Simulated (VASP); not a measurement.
Here is a VASP 6.6.1 calculation.

POSCAR

```
TePb
1.0
    0.0000000000      3.2846542192      3.2846542192
    3.2846542192      0.0000000000      3.2846542192
    3.2846542192      3.2846542192      0.0000000000
Pb Te
1 1
Direct
    0.0000000000      0.0000000000      0.0000000000
    0.5000000000      0.5000000000      0.5000000000
```

The input INCAR.step1:

```
SYSTEM = TePb
PREC = Accurate ; ENCUT = 600
ISMEAR = -1 ; SIGMA = 0.02
LREAL = .False. ; LASPH = .True.
NELM = 60 ; GGA = PE
ALGO = Normal ; EDIFF = 1E-4
LWAVE = .True. ; LCHARG = .False.
```

File INCAR.step2:

```
SYSTEM = TePb
PREC = Accurate ; ENCUT = 600
EDIFF = 1E-6 ; ISMEAR = -1
SIGMA = 0.02 ; LREAL = .False.
LASPH = .True. ; NELM = 60
ALGO = Normal ; ISIF = 3
LWAVE = .False. ; LCHARG = .False.
METAGGA = R2SCAN ; LMIXTAU = .True.
IBRION = 2 ; NSW = 80
EDIFFG = -0.005 ; ISTART = 1
```

KPOINTS

```
regular mesh
0
Gamma
  6 6 6
  0 0 0
```

Potentials or basis: VASP PAW PBE potentials, release 64 (Pb_d, Te).

The run is started by

```bash
$ cat potpaw_PBE.64/Pb_d/POTCAR potpaw_PBE.64/Te/POTCAR > POTCAR
$ cp INCAR.step1 INCAR
$ mpirun -np 1 vasp_std > vasp.out
$ cp INCAR.step2 INCAR
$ mpirun -np 1 vasp_std > vasp.out
```

Task: Estimate the band gap on the k mesh.

Result: 1.09 eV.

Task: Estimate the space group after relaxing (to 0.1 Å).

Result: Fm-3m (No. 225).

Task: Predict the relaxed cell.

Result: a = 4.622 Å, b = 4.622 Å, c = 4.622 Å, α = 60.00°, β = 60.00°, γ = 60.00°.

Task: Predict the relaxed volume.

Result: 34.91 Å³/atom.

The path:
```tsv
step	energy change (eV)	largest force (eV/Å)	pressure (GPa)	volume (Å³)
1	0.0000	0.0000	-0.62	70.88
2	-0.0019	0.0000	0.21	69.48
3	-0.0021	0.0000	0.00	69.82
```

Caveat: the PAW data sets were made with another functional, which shifts forces and pressure a little; spin-orbit coupling is left out, which moves the levels of the heavy elements. A k mesh can miss the band edges.
